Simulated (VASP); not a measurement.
# Al: single point with LDA

Al:

```
Al
1.0
    -1.63607    1.63607    1.50518
     1.63607   -1.63607    1.50518
     1.63607    1.63607   -1.50518
Al
1
Direct
  0.00000 0.00000 0.00000
```

This cell differs from its parent crystal: ratio of the length along z to the lengths across it x 0.92, volume and fractional coordinates fixed.

* Program: VASP 6.6.1
* Task: single point
* Functional: LDA
* Potentials or basis: VASP PAW LDA potentials, release 64 (Al)
* Cutoff: 520 eV
* k mesh: 24 × 24 × 24
* Occupations: gaussian, width 0.15 eV
* Spin: no spin polarisation
* Dipole correction: no
* Further INCAR settings: ALGO = Fast; EDIFF = 1e-06; NBANDS = 8

```yaml
Pressure: 0.5 GPa
Band_gap_on_the_k_mesh: zero (an odd number of electrons rules out a gap without spin polarisation)
```

Stress tensor (GPa, compression positive):
```
 1.31  0.00  0.00
 0.00  1.31  0.00
 0.00  0.00 -1.20
```

Levels at points of the mesh, in eV from the Fermi level:
```csv
k point,band 1,band 2,band 3,band 4,band 5,band 6
"(0.00, 0.00, 0.00)",-11.25,12.09,14.12,14.12,14.18,14.18
"(0.50, 0.00, 0.00)",-4.20,-3.60,7.76,7.80,9.44,11.27
"(0.50, 0.50, 0.00)",-4.62,-4.41,9.40,9.63,11.54,12.13
"(0.50, 0.50, 0.50)",1.14,1.14,2.60,2.90,3.55,6.31
```

It took 37 s on 1 thread of Intel(R) Xeon(R) 6975P-C (Granite Rapids), on a shared host, peak memory 0.22 GiB.
